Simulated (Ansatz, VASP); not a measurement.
# One calculation of InP, two programs

File INCAR:

```
ALGO = Normal
EDIFF = 1E-6
ENCUT = 520
GGA = PS
ISIF = 2
ISMEAR = -1
LASPH = T
LCHARG = F
LREAL = F
LWAVE = F
NBANDS = 16
NELM = 100
PREC = Accurate
SIGMA = 0.03
```

KPOINTS

```
k-points
0
Gamma
  11 11 11
```

Contents of POSCAR:

```
InP
1.0
    0.0000000000      2.7693500000      2.8550000000
    2.7693500000      0.0000000000      2.8550000000
    2.7693500000      2.7693500000      0.0000000000
In P
1 1
Direct
    0.0000000000      0.0000000000      0.0000000000
    0.5000000000      0.5000000000      0.5000000000
```

Input for Ansatz:

```yaml
crystal:
  lattice:
    - [0.0, 2.76935, 2.855]
    - [2.76935, 0.0, 2.855]
    - [2.76935, 2.76935, 0.0]
  atoms:
    - { symbol: In, position: [0.0, 0.0, 0.0] }
    - { symbol: P, position: [0.5, 0.5, 0.5] }
kpoints:
  mp_grid: { grid: [11, 11, 11] }
  band_path:
    path:
      - [0.0, 0.0, 0.0]
      - [0.0, 0.5, 0.5]
      - [0.25, 0.75, 0.5]
      - [0.0, 0.5, 0.0]
      - [0.0, 0.0, 0.0]
      - [0.5, 0.5, 0.0]
      - [0.3676125, 0.6323875, 0.0]
      - [-0.3676125, 0.3676125, 0.0]
      - [0.0, 0.0, 0.0]
    npoints: 5
scf:
  occupations: { method: fermi_dirac, width: 0.03 }
hamiltonian:
  xc: pbesol
  pseudopotentials: { kind: all_electron, lapw: { basis_error: 0.00025 } }
output:
  forces: true
  stress: true
  eigenvalues: true
```

Change from the starting cell: equal xx and yy strain of -3 %.

Alike in both runs: task single point; functional PBEsol; k mesh 11 × 11 × 11; occupations fermi-dirac, width 0.03 eV; no spin polarisation.

```csv
,VASP,Ansatz
version,VASP 6.6.1,Ansatz 0.2.0
potentials or method,"VASP PAW PBE potentials, release 64 (In_d, P), cutoff 520 eV","all-electron LAPW, scalar-relativistic"
```

|  | VASP | Ansatz | Ansatz less VASP |
| --- | --- | --- | --- |
| pressure (GPa) | -5.1 | -5.1 | 0.00 |
| traceless stress, the component that is largest in VASP (GPa) | -2.06 | -2.06 | +0.001 |

VASP's potentials were made for PBE, not for PBEsol. Ansatz ran all-electron here, and VASP with PAW potentials.
